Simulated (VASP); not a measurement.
# Ca (Pm-3m) in VASP: further runs

The runs below take Ca through single point, with PBE+D3(BJ).

Everything below comes from runs of VASP 6.6.1. Logs are shortened: lines on timing, memory, paths and dates and some standing lists are left out, and cuts for length are marked.

### 1 The cell of the first run

The structure is cubic, space group Pm-3m (No. 221). The conventional cell has a = 3.398 Å, b = 3.398 Å, c = 3.398 Å, α = 90.00°, β = 90.00°, γ = 90.00°. Within 4.5 Å of Ca (site symmetry m-3m) lie 6 Ca at 3.40 Å.

### 2 Single point, PBE+D3(BJ)

Contents of INCAR:

```
SYSTEM = Ca
PREC = Accurate ; ENCUT = 520
EDIFF = 1E-6 ; ISMEAR = 1
SIGMA = 0.1 ; LREAL = .False.
LASPH = .True. ; NELM = 80
ALGO = Normal ; ISIF = 2
LWAVE = .False. ; LCHARG = .False.
GGA = PE ; IVDW = 12
NBANDS = 11
```

Contents of KPOINTS:

```
regular mesh
0
Gamma
  6 6 6
  0 0 0
```

Contents of POSCAR:

```
Ca
1.0
    3.3983998786      0.0000000000      0.0000000000
    0.0000000000      3.3983998786      0.0000000000
    0.0000000000      0.0000000000      3.3983998786
Ca
1
Direct
    0.0000000000      0.0000000000      0.0000000000
```

Potentials or basis: VASP PAW PBE potentials, release 64 (Ca_sv).

Launch:

```bash
cat potpaw_PBE.64/Ca_sv/POTCAR > POTCAR
mpirun -np 1 vasp_std > vasp.out
```

OUTCAR:

```text
SYSTEM = Ca
   PREC = Accurate
   ENCUT = 520
   EDIFF = 1E-6
   ISMEAR = 1
   LREAL = .False.
   LASPH = .True.
   NELM = 80
   ISIF = 2
   GGA = PE
   IVDW = 12
 IVDW          = 12

 ion  position               nearest neighbor table
   1  0.000  0.000  0.000-

  LATTYP: Found a simple cubic cell.
 ALAT       =     3.3983998786

  Lattice vectors:

 A1 = (   3.3983998786,   0.0000000000,   0.0000000000)
 A2 = (   0.0000000000,   3.3983998786,   0.0000000000)
 A3 = (   0.0000000000,   0.0000000000,   3.3983998786)

Analysis of symmetry for initial positions (statically):
=====================================================================
 Subroutine PRICEL returns:
 Original cell was already a primitive cell.

 Routine SETGRP: Setting up the symmetry group for a
 simple cubic supercell.

 Subroutine GETGRP returns: Found 48 space group operations
 (whereof 48 operations were pure point group operations)
 out of a pool of 48 trial point group operations.

The static configuration has the point symmetry O_h .

Analysis of symmetry for dynamics (positions and initial velocities):
=====================================================================
 Subroutine PRICEL returns:
 Original cell was already a primitive cell.

 Routine SETGRP: Setting up the symmetry group for a
 simple cubic supercell.

 Subroutine GETGRP returns: Found 48 space group operations
 (whereof 48 operations were pure point group operations)
 out of a pool of 48 trial point group operations.

The dynamic configuration has the point symmetry O_h .

 Subroutine INISYM returns: Found 48 space group operations
 (whereof 48 operations are pure point group operations),
 and found     1 'primitive' translations

----------------------------------------------------------------------------------------

                                     Primitive cell

  volume of cell :      39.2485

  direct lattice vectors                    reciprocal lattice vectors
     3.398399879  0.000000000  0.000000000     0.294256131  0.000000000  0.000000000
     0.000000000  3.398399879  0.000000000     0.000000000  0.294256131  0.000000000
     0.000000000  0.000000000  3.398399879     0.000000000  0.000000000  0.294256131

  length of vectors
     3.398399879  3.398399879  3.398399879     0.294256131  0.294256131  0.294256131

  position of ions in fractional coordinates (direct lattice)
     0.000000000  0.000000000  0.000000000

  ion indices of the primitive-cell ions
   primitive index   ion index
                 1           1

----------------------------------------------------------------------------------------

 KPOINTS: regular mesh

Automatic generation of k-mesh.
 Grid dimensions read from file:
 generate k-points for:    6    6    6

 Generating k-lattice:

  Cartesian coordinates                     Fractional coordinates (reciprocal lattice)
     0.049042689  0.000000000  0.000000000     0.166666667  0.000000000  0.000000000
     0.000000000  0.049042689  0.000000000     0.000000000  0.166666667  0.000000000
     0.000000000  0.000000000  0.049042689     0.000000000  0.000000000  0.166666667

  Length of vectors
     0.049042689  0.049042689  0.049042689

  Shift w.r.t. Gamma in fractional coordinates (k-lattice)
     0.000000000  0.000000000  0.000000000

 Subroutine IBZKPT returns following result:
 ===========================================

 Found     20 irreducible k-points:

 Following reciprocal coordinates:
            Coordinates               Weight
  0.000000  0.000000  0.000000      1.000000
  0.166667  0.000000  0.000000      6.000000
  0.333333  0.000000  0.000000      6.000000
  0.500000  0.000000  0.000000      3.000000
  0.166667  0.166667  0.000000     12.000000
  0.333333  0.166667  0.000000     24.000000
[... 12 lines left out ...]
  0.500000  0.500000  0.333333      6.000000
  0.500000  0.500000  0.500000      1.000000
   k-points           NKPTS =     20   k-points in BZ     NKDIM =     20   number of bands    NBANDS=     11
   number of dos      NEDOS =    301   number of ions     NIONS =      1
   total plane-waves  NPLWV =  21952
   dimension x,y,z NGX =    28 NGY =   28 NGZ =   28
   dimension x,y,z NGXF=    56 NGYF=   56 NGZF=   56
   ions per type =               1
   NGX,Y,Z   is equivalent  to a cutoff of  13.70, 13.70, 13.70 a.u.
   NGXF,Y,Z  is equivalent  to a cutoff of  27.39, 27.39, 27.39 a.u.
 SYSTEM =  Ca
   PREC   = accura    normal or accurate (medium, high low for compatibility)
   ISTART =      0    job   : 0-new  1-cont  2-samecut
   ICHARG =      2    charge: 1-file 2-atom 10-const
   ISPIN  =      1    spin polarized calculation?
   LNONCOLLINEAR =      F non collinear calculations
   LSORBIT =      F    spin-orbit coupling
   LASPH  =      T    aspherical Exc in radial PAW
   ENCUT  =  520.0 eV  38.22 Ry    6.18 a.u.   6.32  6.32  6.32*2*pi/ulx,y,z
   NELM   =     80;   NELMIN=  2; NELMDL= -5     # of ELM steps
   EDIFF  = 0.1E-05   stopping-criterion for ELM
   LREAL  =      F    real-space projection
   EDIFFG = 0.1E-04   stopping-criterion for IOM
   NSW    =      0    number of steps for IOM
   IBRION =     -1    ionic relax: 0-MD 1-quasi-New 2-CG
   NFREE  =      0    steps in history (QN), initial steepest desc. (CG)
   ISIF   =      2    stress and relaxation
   ISYM   =      2    0-nonsym 1-usesym 2-fastsym
   POTIM  = 0.5000    time-step for ionic-motion
   TEBEG  =    0.0;   TEEND  =   0.0 temperature during run
   PSTRESS=    0.0 pullay stress
   NELECT =      10.0000    total number of electrons
   NUPDOWN=      -1.0000    fix difference up-down
   EMIN   =  10.00;   EMAX   =-10.00  energy-range for DOS
   EFERMI =   0.00;   METHOD = LEGACY
   ISMEAR =     1;   SIGMA  =   0.10  broadening in eV -4-tet -1-fermi 0-gaus
   EFERMI_NEDOS =   21; number of points for ismear=-14 and -15
   IALGO  =     38    algorithm
   IMIX   =      4    mixing-type and parameters
     AMIX     =   0.40;   BMIX     =  1.00
     AMIX_MAG =   1.60;   BMIX_MAG =  1.00
  volume/ion in A,a.u.               =      39.25       264.86
  Fermi-wavevector in a.u.,A,eV,Ry     =   1.037848  1.961248 14.655218  1.077128
  Thomas-Fermi vector in A             =   2.172305
   LORBIT       =      0    0 simple, 1 ext, 2 COOP (PROOUT), +10 PAW based schemes
   GGA     = PE    functional components
   LHFCALC =     F    Hartree Fock is set to
   AEXX    =    0.0000 exact exchange contribution
   IVDW    =    12    specifies the selected vdW correction
   LEPSILON=     F    determine dielectric tensor
   LRPA    =     F    only Hartree local field effects (RPA)
 non-spin polarized calculation
 Methfessel and Paxton  Order N= 1 SIGMA  =   0.10
  energy-cutoff  :      520.00
  volume of cell :       39.25
 maximum number of plane-waves:      1068
 NGX is ok and might be reduce to    28
   NGX = 13   NGY = 13   NGZ = 13

 number of electron      10.0000002 magnetization

 Free energy of the ion-electron system (eV)
  ---------------------------------------------------
  ext. energy  EPLUGINS =         0.00000000
  ---------------------------------------------------
  free energy    TOTEN  =        -1.51770293 eV

  energy without entropy =       -1.51670220  energy(sigma->0) =       -1.51736935

 E-fermi :   1.9219     XC(G=0):  -7.9426

 val. band max:        1.8580521446   @ k =   0.5000   0.5000   0.1667
 cond. band min:       1.9276619756   @ k =   0.5000   0.1667   0.1667
 fundamental gap:      0.0696098310
 Fermi energy:         1.9218500139

 k-point     1 :       0.0000    0.0000    0.0000
  band No.  band energies     occupation
      1     -39.9077      2.00000
      2     -20.7681      2.00000
      3     -20.7681      2.00000
      4     -20.7681      2.00000
      5      -1.8214      2.00000
      6       2.9619     -0.00000
      7       2.9619     -0.00000
      8       6.5490      0.00000
      9       6.5490      0.00000
     10       6.5490      0.00000
     11      11.4131      0.00000

 k-point     2 :       0.1667    0.0000    0.0000
  band No.  band energies     occupation
      1     -39.9009      2.00000
      2     -20.8416      2.00000
      3     -20.7618      2.00000
      4     -20.7618      2.00000
      5      -1.4033      2.00000
      6       3.0822     -0.00000
      7       3.0873     -0.00000
      8       6.1210      0.00000
      9       6.1210      0.00000
     10       6.5798      0.00000
     11       9.5369      0.00000

 k-point     3 :       0.3333    0.0000    0.0000
  band No.  band energies     occupation
      1     -39.8872      2.00000
      2     -20.9855      2.00000
      3     -20.7493      2.00000
      4     -20.7493      2.00000
      5      -0.2671      2.00000
      6       2.7963     -0.00000
      7       3.3614     -0.00000
      8       5.4573      0.00000
      9       5.4573      0.00000
     10       6.6423      0.00000
     11       8.0149      0.00000

 k-point     4 :       0.5000    0.0000    0.0000
  band No.  band energies     occupation
      1     -39.8804      2.00000
      2     -21.0559      2.00000
      3     -20.7430      2.00000
      4     -20.7430      2.00000
      5       1.0182      2.00000
      6       1.7072      2.00969
      7       3.5125     -0.00000
      8       5.1820      0.00000
      9       5.1820      0.00000
     10       6.6741      0.00000
     11       7.8837      0.00000
[... 183 lines left out ...]
 k-point    18 :       0.5000    0.3333    0.3333
  band No.  band energies     occupation
      1     -39.8412      2.00000
      2     -20.9995      2.00000
      3     -20.9278      2.00000
      4     -20.9227      2.00000
      5       2.2582     -0.00002
      6       3.1843     -0.00000
      7       3.2570     -0.00000
      8       5.4590      0.00000
      9       5.6114      0.00000
     10       7.2708      0.00000
     11       8.0586      0.00000

 k-point    19 :       0.5000    0.5000    0.3333
  band No.  band energies     occupation
      1     -39.8347      2.00000
      2     -20.9903      2.00000
      3     -20.9903      2.00000
      4     -20.9170      2.00000
      5       2.4174     -0.00000
      6       3.0864     -0.00000
      7       3.0864     -0.00000
      8       5.5591      0.00000
      9       7.3742      0.00000
     10       7.7253      0.00000
     11       7.7253      0.00000

 k-point    20 :       0.5000    0.5000    0.5000
  band No.  band energies     occupation
      1     -39.8282      2.00000
      2     -20.9814      2.00000
      3     -20.9814      2.00000
      4     -20.9814      2.00000
      5       2.7816     -0.00000
      6       2.7816     -0.00000
      7       2.7816     -0.00000
      8       7.3926      0.00000
      9       7.3926      0.00000
     10       8.0102      0.00000
     11       8.3096      0.00000

------------------------ aborting loop because EDIFF is reached ----------------------------------------

 Edisp (eV)   -0.24869

 E8    (eV) :    -0.1260

  FORCE on cell =-STRESS in cart. coord.  units (eV):
  Direction    XX          YY          ZZ          XY          YZ          ZX
  --------------------------------------------------------------------------------------
  -------------------------------------------------------------------------------------
  Total       0.08581     0.08581     0.08581    -0.00000    -0.00000     0.00000
  in kB       3.50288     3.50288     3.50288    -0.00000    -0.00000     0.00000
  external pressure =        3.50 kB  Pullay stress =        0.00 kB

 VOLUME and BASIS-vectors are now :
 -----------------------------------------------------------------------------
  energy-cutoff  :      520.00
  volume of cell :       39.25
      direct lattice vectors                 reciprocal lattice vectors
     3.398399879  0.000000000  0.000000000     0.294256131  0.000000000  0.000000000
     0.000000000  3.398399879  0.000000000     0.000000000  0.294256131  0.000000000
     0.000000000  0.000000000  3.398399879     0.000000000  0.000000000  0.294256131

 POSITION                                       TOTAL-FORCE (eV/Angst)
 -----------------------------------------------------------------------------------
      0.00000      0.00000      0.00000         0.000000      0.000000      0.000000
 -----------------------------------------------------------------------------------
    total drift:                               -0.000000      0.000000     -0.000000

  FREE ENERGIE OF THE ION-ELECTRON SYSTEM (eV)
  ---------------------------------------------------
  free  energy   TOTEN  =        -1.7663948328 eV

  energy  without entropy=       -1.7653941067  energy(sigma->0) =       -1.76606126
```

It took 12 s on 1 thread of AMD EPYC 7R13 (Zen 3), shared host; peak memory 0.13 GiB.

What came out:

```yaml
Free_energy: -1.7664 eV
Pressure: 0.4 GPa
Band_gap_on_the_k_mesh: zero (band 5 reaches 2.78 eV, above the bottom of band 6 at 1.71 eV)
Dispersion_energy_per_atom: -0.249 eV
```

Levels at points of the mesh, in eV from the Fermi level:
| k point | band 3 | band 4 | band 5 | band 6 | band 7 | band 8 |
| --- | --- | --- | --- | --- | --- | --- |
| (0.00, 0.00, 0.00) | -22.69 | -22.69 | -3.74 | 1.04 | 1.04 | 4.63 |
| (0.50, 0.00, 0.00) | -22.66 | -22.66 | -0.90 | -0.21 | 1.59 | 3.26 |
| (0.50, 0.50, 0.00) | -22.94 | -22.64 | -0.29 | 1.26 | 2.90 | 2.90 |
| (0.50, 0.50, 0.50) | -22.90 | -22.90 | 0.86 | 0.86 | 0.86 | 5.47 |

Caveat: three body term missing; pairwise dispersion overbinds metals, which lowers pressure and volume.

### 3 Single point, PBE+D3(BJ)

This run uses another cell than the first one, of 41.22 Å³/atom, 1.050 times its volume.

Edit INCAR of step 2 so:

```diff
@@ -6,4 +6,5 @@
 ALGO = Normal ; ISIF = 2
-LWAVE = .False. ; LCHARG = .False.
+LWAVE = .False. ; LCHARG = .True.
 GGA = PE ; IVDW = 12
+LELF = .True. ; LVHAR = .True.
 NBANDS = 11
```

KPOINTS is that of step 2.

Contents of POSCAR:

```
Ca
1.0
    3.4543256130      0.0000000000      0.0000000000
    0.0000000000      3.4543256130      0.0000000000
    0.0000000000      0.0000000000      3.4543256130
Ca
1
Direct
    0.0000000000      0.0000000000      0.0000000000
```

Potentials or basis: VASP PAW PBE potentials, release 64 (Ca_sv).

Launch:

```bash
cat potpaw_PBE.64/Ca_sv/POTCAR > POTCAR
mpirun -np 1 vasp_std > vasp.out
```

It took 15 s on 1 thread of AMD EPYC 7R13 (Zen 3), shared host; peak memory 0.13 GiB.

It converged, with:

| Property | Result |
| --- | --- |
| Free energy | -1.7699 eV |
| Pressure | 0.1 GPa |
| Band gap on the k mesh | zero (band 5 reaches 2.61 eV, above the bottom of band 6 at 1.48 eV) |
| Dispersion energy per atom | -0.236 eV |

Levels at points of the mesh, in eV from the Fermi level:
| k point | band 3 | band 4 | band 5 | band 6 | band 7 | band 8 |
| --- | --- | --- | --- | --- | --- | --- |
| (0.00, 0.00, 0.00) | -22.81 | -22.81 | -3.69 | 1.03 | 1.03 | 4.45 |
| (0.50, 0.00, 0.00) | -22.78 | -22.78 | -0.95 | -0.26 | 1.55 | 3.16 |
| (0.50, 0.50, 0.00) | -23.02 | -22.76 | -0.22 | 1.18 | 2.72 | 2.72 |
| (0.50, 0.50, 0.50) | -22.99 | -22.99 | 0.88 | 0.88 | 0.88 | 5.24 |

Caveat: three body term missing; pairwise dispersion overbinds metals, which lowers pressure and volume.

(Part 1 of 2 ends here.)
